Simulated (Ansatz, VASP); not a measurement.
**Two plane-wave programs on MnO**

```xyz
2
Lattice="0.0000 2.2220 2.2220 2.2220 0.0000 2.2220 2.2220 2.2220 0.0000" Properties=species:S:1:pos:R:3 pbc="T T T"
Mn    0.0000    0.0000    0.0000
O     2.2220    2.2220    2.2220
```

Alike in both runs: task single point; functional RPBE; dispersion D4; k mesh 10 × 10 × 10; occupations gaussian, width 0.05 eV; collinear spin; Hubbard terms Mn d U = 3.9 eV.

|  | VASP | Ansatz |
| --- | --- | --- |
| version | VASP 6.6.1 | Ansatz 0.2.0 |
| potentials or method | VASP PAW PBE potentials, release 64 (Mn_sv, O), cutoff 700 eV | scalar-relativistic, plane waves, PAW |
| valence electrons in the cell | 21 | 21 |

|  | VASP | Ansatz | Ansatz less VASP |
| --- | --- | --- | --- |
| gap on the k mesh at the Fermi level (eV) | 0.23 | 0.16 | -0.067 |
| least direct gap on the mesh (eV) | 2.77 | 2.62 | -0.152 |
| pressure (GPa) | 4.8 | 7.7 | +2.90 |
| net moment per atom (μB) | 2.50 | 2.50 | 0.000 |
| size of the moment on the site where the two differ most (μB) | 4.51 | 4.29 | -0.225 |

VASP's potentials were made for PBE, not for RPBE. Site moments also hang on the region over which each program counts them. The programs project onto different local orbitals, so the same U acts differently, and such runs can settle in different states. Ansatz's warnings: dispersion switch in reach.
